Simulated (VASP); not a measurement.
Here is a VASP 6.6.1 calculation.

INCAR

```
SYSTEM = Pd
PREC = Accurate
ENCUT = 520
EDIFF = 1E-6
ISMEAR = -1
SIGMA = 0.05
LREAL = .False.
LASPH = .True.
NELM = 150
ALGO = Normal
ISIF = 2
LWAVE = .False.
LCHARG = .True.
ISPIN = 2
MAGMOM = 0.5
LORBIT = 11
LMAXMIX = 4
GGA = CA
LELF = .True.
LVHAR = .True.
NBANDS = 15
```

File KPOINTS:

```
Automatic mesh
0
Gamma
  23 23 23
  0 0 0
```

File POSCAR:

```
Pd
1.0
    0.0000000000      1.9202770988      1.9202770988
    1.9202770988      0.0000000000      1.9202770988
    1.9202770988      1.9202770988      0.0000000000
Pd
1
Direct
    0.0000000000      0.0000000000      0.0000000000
```

Potentials or basis: VASP PAW LDA potentials, release 64 (Pd).

Launch:

```bash
$ cat potpaw_LDA.64/Pd/POTCAR > POTCAR
$ mpirun -np 1 vasp_std > vasp.out
```

Q: What does it give for the pressure?

A: 0.0 GPa.

Q: What does it give for the band gap on the k mesh?

A: Zero (filled and empty bands overlap).

Q: Estimate the net moment.

A: 0.00 μB per cell.
